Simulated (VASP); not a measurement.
# Sb2W (CdI2 type) (P-3m1) in VASP: density of states with PBE

Aim: the density of states of Sb2W (CdI2 type) with PBE.

Program: VASP 6.6.1. These are calculated values, not measurements. Logs are shortened: lines on timing, memory, paths and dates and some standing lists are left out, and cuts for length are marked.

## Step 1: The cell of the first run

Symmetry: P-3m1, No. 164, trigonal system. Conventional cell: a = 3.469 Å, b = 3.469 Å, c = 6.689 Å, α = 90.00°, β = 90.00°, γ = 120.00°. W (site symmetry -3m) has 6 Sb at 2.77 Å and 6 W at 3.47 Å within 3.6 Å. Sb (site symmetry 3m) has 3 W at 2.77 Å and 9 Sb at 3.47 to 3.50 Å within 3.6 Å.

## Step 2: Density of states, PBE

POSCAR

```
Sb2W
1.0
    3.4686796118      0.0000000000      0.0000000000
   -1.7343398059      3.0039646614      0.0000000000
    0.0000000000      0.0000000000      6.6885888119
W Sb
1 2
Direct
    0.0000000000      0.0000000000      0.0000000000
    0.3333333333      0.6666666667      0.2856113388
    0.6666666667      0.3333333333      0.7143886612
```

INCAR.step1

```
PREC = Accurate ; ENCUT = 520
EDIFF = 1E-6 ; ISMEAR = -1
SIGMA = 0.05 ; LREAL = False
LASPH = True ; NELM = 100
ALGO = Normal ; ISIF = 2
LWAVE = False ; LCHARG = True
LMAXMIX = 4 ; GGA = PE
NBANDS = 19
```

KPOINTS.step1

```
regular mesh
0
Gamma
  12 12 7
```

INCAR.step2

```
PREC = Accurate ; ENCUT = 520
EDIFF = 1E-6 ; ISMEAR = -5
SIGMA = 0.05 ; LREAL = False
LASPH = True ; NELM = 100
ALGO = Normal ; ISIF = 2
LWAVE = False ; LCHARG = False
LMAXMIX = 4 ; GGA = PE
LORBIT = 11 ; NBANDS = 19
NEDOS = 1001 ; ICHARG = 11
```

KPOINTS.step2

```
regular mesh
0
Gamma
  18 18 11
```

Potentials or basis: VASP PAW PBE potentials, release 64 (W_sv, Sb).

Command:

```
> cat potpaw_PBE.64/W_sv/POTCAR potpaw_PBE.64/Sb/POTCAR > POTCAR
> cp INCAR.step1 INCAR
> cp KPOINTS.step1 KPOINTS
> mpirun -np 1 vasp_std > vasp.out
> cp INCAR.step2 INCAR
> cp KPOINTS.step2 KPOINTS
> mpirun -np 1 vasp_std > vasp.out
```

OUTCAR:

```text
PREC = Accurate
   ENCUT = 520
   EDIFF = 1E-6
   ISMEAR = -5
   LREAL = False
   LASPH = True
   NELM = 100
   ISIF = 2
   GGA = PE
   LORBIT = 11
   ICHARG = 11

 ion  position               nearest neighbor table
   1  0.000  0.000  0.000-   2 2.77   3 2.77   2 2.77   3 2.77   3 2.77   2 2.77
   2  0.333  0.667  0.286-   1 2.77   1 2.77   1 2.77   3 3.50   3 3.50   3 3.50
   3  0.667  0.333  0.714-   1 2.77   1 2.77   1 2.77   2 3.50   2 3.50   2 3.50

  LATTYP: Found a hexagonal cell.
 ALAT       =     3.4686796118
 C/A-ratio  =     1.9282809485

  Lattice vectors:

 A1 = (   3.4686796118,   0.0000000000,   0.0000000000)
 A2 = (  -1.7343398059,   3.0039646614,   0.0000000000)
 A3 = (   0.0000000000,   0.0000000000,   6.6885888119)

Analysis of symmetry for initial positions (statically):
=====================================================================
 Subroutine PRICEL returns:
 Original cell was already a primitive cell.

 Routine SETGRP: Setting up the symmetry group for a
 hexagonal supercell.

 Subroutine GETGRP returns: Found 12 space group operations
 (whereof 12 operations were pure point group operations)
 out of a pool of 24 trial point group operations.

The static configuration has the point symmetry D_3d.

Analysis of symmetry for dynamics (positions and initial velocities):
=====================================================================
 Subroutine PRICEL returns:
 Original cell was already a primitive cell.

 Routine SETGRP: Setting up the symmetry group for a
 hexagonal supercell.

 Subroutine GETGRP returns: Found 12 space group operations
 (whereof 12 operations were pure point group operations)
 out of a pool of 24 trial point group operations.

The dynamic configuration has the point symmetry D_3d.

 Subroutine INISYM returns: Found 12 space group operations
 (whereof 12 operations are pure point group operations),
 and found     1 'primitive' translations

----------------------------------------------------------------------------------------

                                     Primitive cell

  volume of cell :      69.6937

  direct lattice vectors                    reciprocal lattice vectors
     3.468679612  0.000000000  0.000000000     0.288294138  0.166446698  0.000000000
    -1.734339806  3.003964661  0.000000000     0.000000000  0.332893397  0.000000000
     0.000000000  0.000000000  6.688588812     0.000000000  0.000000000  0.149508368

  length of vectors
     3.468679612  3.468679612  6.688588812     0.332893397  0.332893397  0.149508368

  position of ions in fractional coordinates (direct lattice)
     0.000000000  0.000000000  0.000000000
     0.333333333  0.666666667  0.285611339
     0.666666667  0.333333333  0.714388661

  ion indices of the primitive-cell ions
   primitive index   ion index
                 1           1
                 2           2
                 3           3

----------------------------------------------------------------------------------------

 KPOINTS: regular mesh

Automatic generation of k-mesh.
 Grid dimensions read from file:
 generate k-points for:   18   18   11

 Generating k-lattice:

  Cartesian coordinates                     Fractional coordinates (reciprocal lattice)
     0.016016341  0.009247039  0.000000000     0.055555556  0.000000000  0.000000000
     0.000000000  0.018494078  0.000000000     0.000000000  0.055555556  0.000000000
     0.000000000  0.000000000  0.013591670     0.000000000  0.000000000  0.090909091

  Length of vectors
     0.018494078  0.018494078  0.013591670

  Shift w.r.t. Gamma in fractional coordinates (k-lattice)
     0.000000000  0.000000000  0.000000000

 TETIRR: Found   5226 inequivalent tetrahedra from    21384

 Subroutine IBZKPT returns following result:
 ===========================================

 Found    357 irreducible k-points:

 Following reciprocal coordinates:
            Coordinates               Weight
  0.000000  0.000000  0.000000      1.000000
  0.055556  0.000000  0.000000      6.000000
  0.111111  0.000000  0.000000      6.000000
  0.166667  0.000000  0.000000      6.000000
  0.222222  0.000000  0.000000      6.000000
  0.277778  0.000000  0.000000      6.000000
[... 16 lines left out ...]
  0.333333  0.111111  0.000000     12.000000
  0.388889  0.111111  0.000000     12.000000
 [... further k-points ...]
   k-points           NKPTS =    357   k-points in BZ     NKDIM =    357   number of bands    NBANDS=     19
   number of dos      NEDOS =   1001   number of ions     NIONS =      3
   total plane-waves  NPLWV =  39200
   dimension x,y,z NGX =    28 NGY =   28 NGZ =   50
   dimension x,y,z NGXF=    56 NGYF=   56 NGZF=  100
   ions per type =               1   2
   NGX,Y,Z   is equivalent  to a cutoff of  13.42, 13.42, 12.43 a.u.
   NGXF,Y,Z  is equivalent  to a cutoff of  26.84, 26.84, 24.86 a.u.
 SYSTEM =  unknown system
   PREC   = accura    normal or accurate (medium, high low for compatibility)
   ISTART =      0    job   : 0-new  1-cont  2-samecut
   ICHARG =     11    charge: 1-file 2-atom 10-const
   ISPIN  =      1    spin polarized calculation?
   LNONCOLLINEAR =      F non collinear calculations
   LSORBIT =      F    spin-orbit coupling
   LASPH  =      T    aspherical Exc in radial PAW
   ENCUT  =  520.0 eV  38.22 Ry    6.18 a.u.   6.45  6.45 12.44*2*pi/ulx,y,z
   NELM   =    100;   NELMIN=  2; NELMDL=  0     # of ELM steps
   EDIFF  = 0.1E-05   stopping-criterion for ELM
   LREAL  =      F    real-space projection
   EDIFFG = 0.1E-04   stopping-criterion for IOM
   NSW    =      0    number of steps for IOM
   IBRION =     -1    ionic relax: 0-MD 1-quasi-New 2-CG
   NFREE  =      0    steps in history (QN), initial steepest desc. (CG)
   ISIF   =      2    stress and relaxation
   ISYM   =      2    0-nonsym 1-usesym 2-fastsym
   POTIM  = 0.5000    time-step for ionic-motion
   TEBEG  =    0.0;   TEEND  =   0.0 temperature during run
   PSTRESS=    0.0 pullay stress
   NELECT =      24.0000    total number of electrons
   NUPDOWN=      -1.0000    fix difference up-down
   EMIN   =  10.00;   EMAX   =-10.00  energy-range for DOS
   EFERMI =   0.00;   METHOD = LEGACY
   ISMEAR =    -5;   SIGMA  =   0.05  broadening in eV -4-tet -1-fermi 0-gaus
   EFERMI_NEDOS =   21; number of points for ismear=-14 and -15
   IALGO  =     38    algorithm
   IMIX   =      4    mixing-type and parameters
     AMIX     =   0.40;   BMIX     =  1.00
     AMIX_MAG =   1.60;   BMIX_MAG =  1.00
  volume/ion in A,a.u.               =      23.23       156.77
  Fermi-wavevector in a.u.,A,eV,Ry     =   1.147486  2.168434 17.915120  1.316724
  Thomas-Fermi vector in A             =   2.284166
   LORBIT       =     11    0 simple, 1 ext, 2 COOP (PROOUT), +10 PAW based schemes
   GGA     = PE    functional components
   LHFCALC =     F    Hartree Fock is set to
   AEXX    =    0.0000 exact exchange contribution
   IVDW    =     0    specifies the selected vdW correction
   LEPSILON=     F    determine dielectric tensor
   LRPA    =     F    only Hartree local field effects (RPA)
 non-spin polarized calculation
 Fermi weights with tetrahedron method with Bloechl corrections
  energy-cutoff  :      520.00
  volume of cell :       69.69
 maximum number of plane-waves:      1908
 NGX is ok and might be reduce to    28

 number of electron      24.0000000 magnetization

 Free energy of the ion-electron system (eV)
  ---------------------------------------------------
  ext. energy  EPLUGINS =         0.00000000
  ---------------------------------------------------
  free energy    TOTEN  =       -20.10478110 eV

  energy without entropy =      -20.10478110  energy(sigma->0) =      -20.10478110

 E-fermi :   8.9015     XC(G=0): -10.9595

 val. band max:        8.9606493827   @ k =  -0.0556   0.3333   0.2727
 cond. band min:       8.8012754039   @ k =   0.2778   0.0000   0.2727
 fundamental gap:     -0.1593739788
 Fermi energy:         8.9015136123

 k-point     1 :       0.0000    0.0000    0.0000
  band No.  band energies     occupation
      1     -65.1156      2.00000
      2     -29.3151      2.00000
      3     -29.3151      2.00000
      4     -29.2787      2.00000
      5      -3.4218      2.00000
      6      -1.1158      2.00000
[... 11 lines left out ...]
     18      15.8862      0.00000
     19      15.9303      0.00000

 k-point     2 :       0.0556    0.0000    0.0000
  band No.  band energies     occupation
      1     -65.1155      2.00000
      2     -29.3188      2.00000
      3     -29.3160      2.00000
      4     -29.2780      2.00000
      5      -3.3677      2.00000
      6      -1.0839      2.00000
[... 11 lines left out ...]
     18      16.0230      0.00000
     19      16.2618      0.00000

 k-point     3 :       0.1111    0.0000    0.0000
  band No.  band energies     occupation
      1     -65.1151      2.00000
      2     -29.3296      2.00000
      3     -29.3186      2.00000
      4     -29.2759      2.00000
      5      -3.2062      2.00000
      6      -0.9896      2.00000
[... 11 lines left out ...]
     18      15.9681      0.00000
     19      16.7629      0.00000

 k-point     4 :       0.1667    0.0000    0.0000
  band No.  band energies     occupation
      1     -65.1145      2.00000
      2     -29.3460      2.00000
      3     -29.3226      2.00000
      4     -29.2727      2.00000
      5      -2.9404      2.00000
      6      -0.8369      2.00000
[... 407 lines left out ...]
     18      15.0838      0.00000
     19      16.0257      0.00000

 k-point    23 :       0.3333    0.1111    0.0000
  band No.  band energies     occupation
      1     -65.1115      2.00000
      2     -29.4209      2.00000
      3     -29.3496      2.00000
      4     -29.2569      2.00000
      5      -0.8835      2.00000
      6       0.1290      2.00000
[... 11 lines left out ...]
     18      14.9706      0.00000
     19      16.1660      0.00000

 k-point    24 :       0.3889    0.1111    0.0000
  band No.  band energies     occupation
      1     -65.1111      2.00000
      2     -29.4300      2.00000
      3     -29.3528      2.00000
      4     -29.2549      2.00000
      5      -0.3423      2.00000
      6       0.2125      2.00000
[... 11 lines left out ...]
     18      14.8274      0.00000
     19      15.9344      0.00000

 [... further k-points ...]
[... 5 lines left out ...]
  --------------------------------------------------------------------------------------
  -------------------------------------------------------------------------------------
  Total        0.0153714      0.0153714     -0.0111383      0.0000000      0.0000000      0.0000000
  in kB        0.3533713      0.3533713     -0.2560563      0.0000000      0.0000000      0.0000000
  external PRESSURE =       0.1502288 kB  Pullay stress =       0.0000000 kB

 VOLUME and BASIS-vectors are now :
 -----------------------------------------------------------------------------
  energy-cutoff  :      520.00
  volume of cell :       69.69
      direct lattice vectors                 reciprocal lattice vectors
     3.468679612  0.000000000  0.000000000     0.288294138  0.166446698  0.000000000
    -1.734339806  3.003964661  0.000000000     0.000000000  0.332893397  0.000000000
     0.000000000  0.000000000  6.688588812     0.000000000  0.000000000  0.149508368

 POSITION                                       TOTAL-FORCE (eV/Angst)
 -----------------------------------------------------------------------------------
      0.00000      0.00000      0.00000         0.000000      0.000000      0.000000
     -0.00000      2.00264      1.91034         0.000000     -0.000000     -0.030541
      1.73434      1.00132      4.77825        -0.000000      0.000000      0.030541
 -----------------------------------------------------------------------------------
    total drift:                               -0.000000      0.000000      0.000000

  FREE ENERGIE OF THE ION-ELECTRON SYSTEM (eV)
  ---------------------------------------------------
  free  energy   TOTEN  =       -20.1047810951 eV

  energy  without entropy=      -20.1047810951  energy(sigma->0) =      -20.10478110

 total charge

# of ion       s       p       d       tot
------------------------------------------
    1        2.309   6.192   3.431  11.932
    2        1.181   1.206   0.059   2.447
    3        1.181   1.206   0.059   2.447
--------------------------------------------------
tot          4.671   8.605   3.550  16.827
```

Wall time 6.4 min (1 thread of Intel Xeon Platinum 8259CL at 2.50GHz (Skylake/Cascade Lake), shared host); peak memory 0.54 GiB.

What came out:

| Quantity | Value |
| --- | --- |
| Valence electrons inside the program's atomic spheres | W 11.93; Sb 2.45 |

Caveat: spin-orbit coupling is left out, which moves the levels of the heavy elements; tetrahedron occupations give inexact forces and stress in metals.
